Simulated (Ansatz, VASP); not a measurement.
## Ti in VASP and in Ansatz

```xyz
1
Lattice="-1.6051 1.7255 1.6051 1.6051 -1.7255 1.6051 1.6051 1.7255 -1.6051" Properties=species:S:1:pos:R:3 pbc="T T T"
Ti    0.0000    0.0000    0.0000
```

Change from the starting cell: strain +0.0750 x Voigt [0, 1, 0, 0, 0, 0], atoms carried along.

Alike in both runs: task single point; functional PBEsol; k mesh 26 × 26 × 26; occupations gaussian, width 0.15 eV; no spin polarisation.

|  | VASP | Ansatz |
| --- | --- | --- |
| version | VASP 6.6.1 | Ansatz 0.2.0 |
| potentials or method | VASP PAW PBE potentials, release 64 (Ti_sv), cutoff 520 eV | scalar-relativistic, plane waves, PAW |
| valence electrons in the cell | 12 | 12 |

Ansatz gave:

* gap on the k mesh at the Fermi level (eV): none
* pressure (GPa): -7.1
* traceless stress, the component that is largest in VASP (GPa): 1.01

Question: What did VASP give for the same quantities?

Answer: gap on the k mesh at the Fermi level (eV): none; pressure (GPa): -7.3; traceless stress, the component that is largest in VASP (GPa): 1.00.

VASP's potentials were made for PBE, not for PBEsol. A gap of «none» marks a metal or a gap that the smearing closes. The functional is the same, so the differences come from potentials, cutoffs and numerics.
